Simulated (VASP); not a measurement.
# SiMo3 (Pmm2) in VASP: single point with PBE

Aim: the single point of SiMo3 with PBE.

All numbers are computed with VASP 6.6.1; they aren't measurements. Logs are shortened: lines on timing, memory, paths and dates and some standing lists are left out, and cuts for length are marked.

**1. The cell of the first run**

It takes space group Pmm2 (No. 25, orthorhombic). Conventional cell: a = 4.906 Å, b = 4.906 Å, c = 4.906 Å, α = 90.00°, β = 90.00°, γ = 90.00°. Within 3.4 Å of Si (site symmetry mm2) lie 12 Mo at 2.58 to 2.90 Å. Within 3.6 Å of Si (site symmetry mm2) lie 12 Mo at 2.74 Å. Mo (site symmetry m) has 10 Mo at 2.45 to 3.00 Å and 4 Si at 2.58 to 2.90 Å within 3.2 Å. Within 3.2 Å of Mo (site symmetry m) lie 10 Mo at 2.45 to 3.00 Å and 4 Si at 2.74 to 2.75 Å. Within 3.2 Å of Mo (site symmetry mm2) lie 10 Mo at 2.45 to 3.00 Å and 4 Si at 2.67 to 2.74 Å. Within 3.2 Å of Mo (site symmetry mm2) lie 10 Mo at 2.45 to 3.00 Å and 4 Si at 2.74 to 2.83 Å.

**2. Single point, PBE (atom 1 (Si) moved -0.180 Å along Cartesian [0 0 1])**

Input file INCAR:

```
SYSTEM = SiMo3
PREC     = Accurate       ! precision mode
ENCUT    = 520            ! plane-wave cutoff, eV
EDIFF    = 1E-7           ! SCF threshold, eV
ISMEAR   = 0              ! smearing method
SIGMA    = 0.15           ! smearing width, eV
LREAL    = .FALSE.        ! projectors in reciprocal space
LASPH    = .TRUE.         ! aspherical terms in the spheres
NELM     = 60             ! most SCF steps
ALGO     = Fast           ! electronic algorithm
ISIF     = 2              ! what is computed and relaxed
LWAVE    = .FALSE.        ! write WAVECAR
LCHARG   = .FALSE.        ! write CHGCAR
GGA      = PE             ! functional
NBANDS   = 56             ! bands
```

Input file KPOINTS:

```
regular mesh
0
G
  8 8 8
  0 0 0
```

Input file POSCAR:

```
SiMo3
1.0
    4.9064535172      0.0000000000      0.0000000000
    0.0000000000      4.9064535172      0.0000000000
    0.0000000000      0.0000000000      4.9064535172
Si Mo
2 6
Direct
    0.0000000000      0.0000000000     -0.0366863763
    0.5000000000      0.5000000000      0.5000000000
    0.2500000000      0.0000000000      0.5000000000
    0.5000000000      0.7500000000      0.0000000000
    0.7500000000      0.0000000000      0.5000000000
    0.5000000000      0.2500000000      0.0000000000
    0.0000000000      0.5000000000      0.7500000000
    0.0000000000      0.5000000000      0.2500000000
```

Potentials or basis: VASP PAW PBE potentials, release 64 (Si, Mo_sv).

Launch:

```sh
cat potpaw_PBE.64/Si/POTCAR potpaw_PBE.64/Mo_sv/POTCAR > POTCAR
mpirun -np 1 vasp_std > vasp.out
```

OUTCAR:

```text
SYSTEM = SiMo3
   PREC = Accurate
   ENCUT = 520
   EDIFF = 1E-7
   ISMEAR = 0
   LREAL = .FALSE.
   LASPH = .TRUE.
   NELM = 60
   ISIF = 2
   GGA = PE

 ion  position               nearest neighbor table
   1  0.000  0.000  0.963-   3 2.58   5 2.58   7 2.67   7 2.67   4 2.75   6 2.75   4 2.75   6 2.75
                             8 2.83   8 2.83   3 2.90   5 2.90
   2  0.500  0.500  0.500-   3 2.74   4 2.74   5 2.74   6 2.74   7 2.74   8 2.74   4 2.74   6 2.74
                             3 2.74   5 2.74   7 2.74   8 2.74
   3  0.250  0.000  0.500-   5 2.45   5 2.45   1 2.58   2 2.74   2 2.74   1 2.90   8 3.00   4 3.00
                             4 3.00   6 3.00   6 3.00   7 3.00   8 3.00   7 3.00
   4  0.500  0.750  0.000-   6 2.45   6 2.45   2 2.74   2 2.74   1 2.75   1 2.75   8 3.00   5 3.00
                             3 3.00   5 3.00   3 3.00   7 3.00   7 3.00   8 3.00
   5  0.750  0.000  0.500-   3 2.45   3 2.45   1 2.58   2 2.74   2 2.74   1 2.90   8 3.00   4 3.00
                             4 3.00   6 3.00   6 3.00   7 3.00   8 3.00   7 3.00
   6  0.500  0.250  0.000-   4 2.45   4 2.45   2 2.74   2 2.74   1 2.75   1 2.75   8 3.00   3 3.00
                             3 3.00   5 3.00   5 3.00   7 3.00   7 3.00   8 3.00
   7  0.000  0.500  0.750-   8 2.45   8 2.45   1 2.67   1 2.67   2 2.74   2 2.74   3 3.00   4 3.00
                             5 3.00   3 3.00   5 3.00   6 3.00   4 3.00   6 3.00
   8  0.000  0.500  0.250-   7 2.45   7 2.45   2 2.74   2 2.74   1 2.83   1 2.83   3 3.00   4 3.00
                             5 3.00   3 3.00   5 3.00   6 3.00   4 3.00   6 3.00

  LATTYP: Found a simple cubic cell.
 ALAT       =     4.9064535172

  Lattice vectors:

 A1 = (   4.9064535172,   0.0000000000,   0.0000000000)
 A2 = (   0.0000000000,   4.9064535172,   0.0000000000)
 A3 = (   0.0000000000,   0.0000000000,   4.9064535172)

Analysis of symmetry for initial positions (statically):
=====================================================================
 Subroutine PRICEL returns:
 Original cell was already a primitive cell.

 Routine SETGRP: Setting up the symmetry group for a
 simple cubic supercell.

 Subroutine GETGRP returns: Found  4 space group operations
 (whereof  4 operations were pure point group operations)
 out of a pool of 48 trial point group operations.

The static configuration has the point symmetry C_2v.

Analysis of symmetry for dynamics (positions and initial velocities):
=====================================================================
 Subroutine PRICEL returns:
 Original cell was already a primitive cell.

 Routine SETGRP: Setting up the symmetry group for a
 simple cubic supercell.

 Subroutine GETGRP returns: Found  4 space group operations
 (whereof  4 operations were pure point group operations)
 out of a pool of 48 trial point group operations.

The dynamic configuration has the point symmetry C_2v.

 Subroutine INISYM returns: Found  4 space group operations
 (whereof  4 operations are pure point group operations),
 and found     1 'primitive' translations

----------------------------------------------------------------------------------------

                                     Primitive cell

  volume of cell :     118.1145

  direct lattice vectors                    reciprocal lattice vectors
     4.906453517  0.000000000  0.000000000     0.203813202  0.000000000  0.000000000
     0.000000000  4.906453517  0.000000000     0.000000000  0.203813202  0.000000000
     0.000000000  0.000000000  4.906453517     0.000000000  0.000000000  0.203813202

  length of vectors
     4.906453517  4.906453517  4.906453517     0.203813202  0.203813202  0.203813202

  position of ions in fractional coordinates (direct lattice)
     0.000000000  0.000000000  0.963313624
     0.500000000  0.500000000  0.500000000
     0.250000000  0.000000000  0.500000000
     0.500000000  0.750000000  0.000000000
     0.750000000  0.000000000  0.500000000
     0.500000000  0.250000000  0.000000000
     0.000000000  0.500000000  0.750000000
     0.000000000  0.500000000  0.250000000

  ion indices of the primitive-cell ions
   primitive index   ion index
                 1           1
                 2           2
                 3           3
                 4           4
                 5           5
                 6           6
                 7           7
                 8           8

----------------------------------------------------------------------------------------

 KPOINTS: regular mesh

Automatic generation of k-mesh.
 Grid dimensions read from file:
 generate k-points for:    8    8    8

 Generating k-lattice:

  Cartesian coordinates                     Fractional coordinates (reciprocal lattice)
     0.025476650  0.000000000  0.000000000     0.125000000  0.000000000  0.000000000
     0.000000000  0.025476650  0.000000000     0.000000000  0.125000000  0.000000000
     0.000000000  0.000000000  0.025476650     0.000000000  0.000000000  0.125000000

  Length of vectors
     0.025476650  0.025476650  0.025476650

  Shift w.r.t. Gamma in fractional coordinates (k-lattice)
     0.000000000  0.000000000  0.000000000

 Subroutine IBZKPT returns following result:
 ===========================================

 Found    125 irreducible k-points:

 Following reciprocal coordinates:
            Coordinates               Weight
  0.000000  0.000000  0.000000      1.000000
  0.125000  0.000000  0.000000      2.000000
  0.000000  0.125000  0.000000      2.000000
  0.000000  0.000000  0.125000      2.000000
  0.250000  0.000000  0.000000      2.000000
  0.000000  0.250000  0.000000      2.000000
[... 16 lines left out ...]
  0.375000  0.125000  0.000000      4.000000
  0.000000  0.375000  0.125000      4.000000
 [... further k-points ...]
   k-points           NKPTS =    125   k-points in BZ     NKDIM =    125   number of bands    NBANDS=     56
   number of dos      NEDOS =    301   number of ions     NIONS =      8
   total plane-waves  NPLWV =  46656
   dimension x,y,z NGX =    36 NGY =   36 NGZ =   36
   dimension x,y,z NGXF=    72 NGYF=   72 NGZF=   72
   ions per type =               2   6
   NGX,Y,Z   is equivalent  to a cutoff of  12.20, 12.20, 12.20 a.u.
   NGXF,Y,Z  is equivalent  to a cutoff of  24.40, 24.40, 24.40 a.u.
 SYSTEM =  SiMo3
   PREC   = accura    normal or accurate (medium, high low for compatibility)
   ISTART =      0    job   : 0-new  1-cont  2-samecut
   ICHARG =      2    charge: 1-file 2-atom 10-const
   ISPIN  =      1    spin polarized calculation?
   LNONCOLLINEAR =      F non collinear calculations
   LSORBIT =      F    spin-orbit coupling
   LASPH  =      T    aspherical Exc in radial PAW
   ENCUT  =  520.0 eV  38.22 Ry    6.18 a.u.   9.12  9.12  9.12*2*pi/ulx,y,z
   NELM   =     60;   NELMIN=  2; NELMDL= -5     # of ELM steps
   EDIFF  = 0.1E-06   stopping-criterion for ELM
   LREAL  =      F    real-space projection
   EDIFFG = 0.1E-05   stopping-criterion for IOM
   NSW    =      0    number of steps for IOM
   IBRION =     -1    ionic relax: 0-MD 1-quasi-New 2-CG
   NFREE  =      0    steps in history (QN), initial steepest desc. (CG)
   ISIF   =      2    stress and relaxation
   ISYM   =      2    0-nonsym 1-usesym 2-fastsym
   POTIM  = 0.5000    time-step for ionic-motion
   TEBEG  =    0.0;   TEEND  =   0.0 temperature during run
   PSTRESS=    0.0 pullay stress
   NELECT =      92.0000    total number of electrons
   NUPDOWN=      -1.0000    fix difference up-down
   EMIN   =  10.00;   EMAX   =-10.00  energy-range for DOS
   EFERMI =   0.00;   METHOD = LEGACY
   ISMEAR =     0;   SIGMA  =   0.15  broadening in eV -4-tet -1-fermi 0-gaus
   EFERMI_NEDOS =   21; number of points for ismear=-14 and -15
   IALGO  =     68    algorithm
   IMIX   =      4    mixing-type and parameters
     AMIX     =   0.40;   BMIX     =  1.00
     AMIX_MAG =   1.60;   BMIX_MAG =  1.00
  volume/ion in A,a.u.               =      14.76        99.63
  Fermi-wavevector in a.u.,A,eV,Ry     =   1.506271  2.846439 30.869606  2.268852
  Thomas-Fermi vector in A             =   2.617010
   LORBIT       =      0    0 simple, 1 ext, 2 COOP (PROOUT), +10 PAW based schemes
   GGA     = PE    functional components
   LHFCALC =     F    Hartree Fock is set to
   AEXX    =    0.0000 exact exchange contribution
   IVDW    =     0    specifies the selected vdW correction
   LEPSILON=     F    determine dielectric tensor
   LRPA    =     F    only Hartree local field effects (RPA)
 non-spin polarized calculation
 RMM-DIIS sequential band-by-band and
 Gauss-broadening in eV      SIGMA  =   0.15
  energy-cutoff  :      520.00
  volume of cell :      118.11
 maximum number of plane-waves:      3197
   NGX = 19   NGY = 19   NGZ = 19

 number of electron      91.9999974 magnetization

 Free energy of the ion-electron system (eV)
  ---------------------------------------------------
  ext. energy  EPLUGINS =         0.00000000
  ---------------------------------------------------
  free energy    TOTEN  =       -78.85843738 eV

  energy without entropy =      -78.80916884  energy(sigma->0) =      -78.83380311

 E-fermi :  12.5982     XC(G=0): -13.0527

 val. band max:       12.5920920665   @ k =   0.5000   0.2500   0.0000
 cond. band min:      12.5987491454   @ k =   0.2500   0.0000   0.5000
 fundamental gap:      0.0066570789
 Fermi energy:        12.5981985744

 k-point     1 :       0.0000    0.0000    0.0000
  band No.  band energies     occupation
      1     -48.6776      2.00000
      2     -48.5697      2.00000
      3     -48.5643      2.00000
      4     -48.2538      2.00000
      5     -48.2471      2.00000
      6     -48.2442      2.00000
[... 48 lines left out ...]
     55      15.2823      0.00000
     56      15.3130      0.00000

 k-point     2 :       0.1250    0.0000    0.0000
  band No.  band energies     occupation
      1     -48.6710      2.00000
      2     -48.5723      2.00000
      3     -48.5557      2.00000
      4     -48.2579      2.00000
      5     -48.2538      2.00000
      6     -48.2471      2.00000
[... 48 lines left out ...]
     55      15.2689      0.00000
     56      15.3287      0.00000

 k-point     3 :       0.0000    0.1250    0.0000
  band No.  band energies     occupation
      1     -48.6704      2.00000
      2     -48.5677      2.00000
      3     -48.5609      2.00000
      4     -48.2675      2.00000
      5     -48.2471      2.00000
      6     -48.2442      2.00000
[... 1172 lines left out ...]
 k-point    23 :       0.3750    0.1250    0.0000
  band No.  band energies     occupation
      1     -48.6264      2.00000
      2     -48.5888      2.00000
      3     -48.4803      2.00000
      4     -48.3538      2.00000
      5     -48.2674      2.00000
      6     -48.2471      2.00000
[... 48 lines left out ...]
     55      15.1319      0.00000
     56      15.1722      0.00000

 k-point    24 :       0.0000    0.3750    0.1250
  band No.  band energies     occupation
      1     -48.6235      2.00000
      2     -48.5842      2.00000
      3     -48.4881      2.00000
      4     -48.3630      2.00000
      5     -48.2608      2.00000
      6     -48.2442      2.00000
[... 48 lines left out ...]
     55      15.1598      0.00000
     56      15.1702      0.00000

 [... further k-points ...]
[... 5 lines left out ...]
  --------------------------------------------------------------------------------------
  -------------------------------------------------------------------------------------
  Total        0.6287809      0.5999638      1.3813878      0.0000000      0.0000000      0.0000000
  in kB        8.5291720      8.1382793     18.7379951      0.0000000      0.0000000      0.0000000
  external PRESSURE =      11.8018155 kB  Pullay stress =       0.0000000 kB

 VOLUME and BASIS-vectors are now :
 -----------------------------------------------------------------------------
  energy-cutoff  :      520.00
  volume of cell :      118.11
      direct lattice vectors                 reciprocal lattice vectors
     4.906453517  0.000000000  0.000000000     0.203813202  0.000000000  0.000000000
     0.000000000  4.906453517  0.000000000     0.000000000  0.203813202  0.000000000
     0.000000000  0.000000000  4.906453517     0.000000000  0.000000000  0.203813202

 POSITION                                       TOTAL-FORCE (eV/Angst)
 -----------------------------------------------------------------------------------
      0.00000      0.00000      4.72645         0.000000      0.000000      1.739122
      2.45323      2.45323      2.45323         0.000000      0.000000     -0.112523
      1.22661      0.00000      2.45323         0.125806      0.000000     -0.684235
      2.45323      3.67984      0.00000         0.000000      0.001258     -0.014574
      3.67984      0.00000      2.45323        -0.125806      0.000000     -0.684235
      2.45323      1.22661      0.00000         0.000000     -0.001258     -0.014574
      0.00000      2.45323      3.67984         0.000000      0.000000     -0.119375
      0.00000      2.45323      1.22661         0.000000      0.000000     -0.109605
 -----------------------------------------------------------------------------------
    total drift:                                0.000000      0.000000      0.000109

  FREE ENERGIE OF THE ION-ELECTRON SYSTEM (eV)
  ---------------------------------------------------
  free  energy   TOTEN  =       -78.8584373844 eV

  energy  without entropy=      -78.8091688398  energy(sigma->0) =      -78.83380311
```

Run time: 12 min. Hardware: 1 thread of Intel Xeon 8259CL, shared host; peak memory 0.6 GiB.

Results:

```yaml
Free_energy: -78.8584 eV
Pressure: 1.2 GPa
Largest_force: 1.739 eV/Å
Band_gap_on_the_k_mesh: zero (bands 46 and 47 overlap by 2.37 eV)
```

Forces in eV/Å, atoms in the order of the input:
```
Si   0.000  0.000  1.739
Si   0.000  0.000 -0.113
Mo   0.126  0.000 -0.684
Mo   0.000  0.001 -0.015
Mo  -0.126  0.000 -0.684
Mo   0.000 -0.001 -0.015
Mo   0.000  0.000 -0.119
Mo   0.000  0.000 -0.110
```

Caveat: the cell differs from its parent crystal (atom 1 (Si) moved -0.180 Å along Cartesian [0 0 1]); forces of over 1 eV/Å act on the atoms, so gaps and moduli don't describe the material at rest.
